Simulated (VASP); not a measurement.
## BP: single point with PBEsol-based global hybrid

Crystal: BP.

```
P B
1.0
     0.00000    2.23833    2.23833
     2.23833    0.00000    2.23833
     2.23833    2.23833    0.00000
P B
1 1
Direct
  0.75000 0.75000 0.75000
  0.00000 0.00000 0.00000
```

```
Program             : VASP 6.6.1
Task                : single point
Functional          : PBEsol-based global hybrid
Potentials or basis : VASP PAW PBE potentials, release 64 (P, B)
Cutoff              : 520 eV
k mesh              : 5 × 5 × 5
Occupations         : fermi-dirac, width 0.05 eV
Spin                : no spin polarisation
```

```yaml
Pressure: 3.5 GPa
Band_gap_on_the_k_mesh: 2.60 eV, indirect (least direct gap 5.12 eV)
```

Levels at points of the mesh, in eV from the valence-band top:
```
           k point  band 1  band 2  band 3  band 4  band 5  band 6  band 7  band 8
(0.00, 0.00, 0.00)  -17.56    0.00    0.00    0.00    5.12    5.12    5.12   10.10
```

It took 60 s on 1 thread of Intel(R) Xeon(R) 6975P-C (Granite Rapids), with other jobs on the host, peak memory 0.14 GiB.

Caveat: the k points lie up to 0.49 Å⁻¹ apart; the PAW data sets were made with another functional, which shifts forces and pressure a little. A k mesh can miss the band edges.
